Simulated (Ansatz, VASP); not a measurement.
## Two plane-wave programs on ZnO

```
Zn O
1.0
     3.28797    0.00000    0.00000
    -1.64398    2.84746    0.00000
     0.00000    0.00000    7.13044
Zn O
2 2
Direct
  0.00000 0.00000 0.25000
  0.00000 0.00000 0.75000
  0.66667 0.33333 0.75000
  0.33333 0.66667 0.25000
```

Alike in both runs: functional PBEsol; k mesh 9 × 9 × 4; occupations fermi-dirac, width 0.05 eV; no spin polarisation.

|  | VASP | Ansatz |
| --- | --- | --- |
| version | VASP 6.6.1 | Ansatz 0.2.0 |
| potentials or method | VASP PAW PBE potentials, release 64 (Zn, O) | Ansatz PAW |
| plane-wave cutoff (eV) | 520 | 420 |
| valence electrons in the cell | 36 | 36 |
| task | single point | band structure |

```tsv
	VASP	Ansatz	Ansatz less VASP
gap on the k mesh at the Fermi level (eV)	0.75	0.75	0.000
least direct gap on the mesh (eV)	0.75	0.75	0.000
pressure (GPa)	-3.8	-4.5	-0.65
traceless stress, the component that is largest in VASP (GPa)	2.97	3.71	+0.747
```

VASP's potentials were made for PBE, not for PBEsol. With one functional, cell and mesh, what is left measures potentials, basis and numerics.
